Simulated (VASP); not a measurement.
Runs of VASP 6.6.1 on Ba. The structure is that of space group Fm-3m (No. 225), or close to it. The cells are those of the table. This isn't the form of Ba at room conditions, which is bcc.

```tsv
task	cell	cutoff (eV)	gap on the mesh (eV)	pressure (GPa)
relaxation of cell and atoms	relaxed to 7 GPa from a = 4.229 Å, angles 60.0°, 1 atom	600	none	7.0
single point	a = 4.229 Å, angles 60.0°, 1 atom	520	none	0.1
single point	a = 3.988 Å, angles 60.0°, 1 atom	520	none	2.3
relaxation of cell and atoms	relaxed to 10 GPa from a = 4.229 Å, angles 60.0°, 1 atom	600	none	10.0
single point	a = 3.641 Å, angles 60.0°, 1 atom	520	none	8.2
relaxation of cell and atoms	relaxed to 4 GPa from a = 4.229 Å, angles 60.0°, 1 atom	600	none	4.0
relaxation of cell and atoms	relaxed to 2 GPa from a = 4.229 Å, angles 60.0°, 1 atom	600	none	2.0
single point	a = 3.818 Å, angles 60.0°, 1 atom	520	none	(a)
```

Alike in all rows: level LDA; potentials or basis VASP PAW LDA potentials, release 64 (Ba_sv); no spin polarisation; k mesh 16 × 16 × 16; smearing fermi-dirac 0.1 eV.

Question: Fill in the values left out.

Answer: (a) 4.6.

Caveats: spin-orbit coupling is left out, which moves the levels of the heavy elements; the cell is relaxed towards a set pressure, so the run minimises the enthalpy, not the energy (at least some runs); the cell stands under pressure (at least some runs).

A k mesh can miss the band edges, and the runs leave out spin-orbit coupling on Ba.

A gap of «none» marks levels without a gap at the run's occupations.
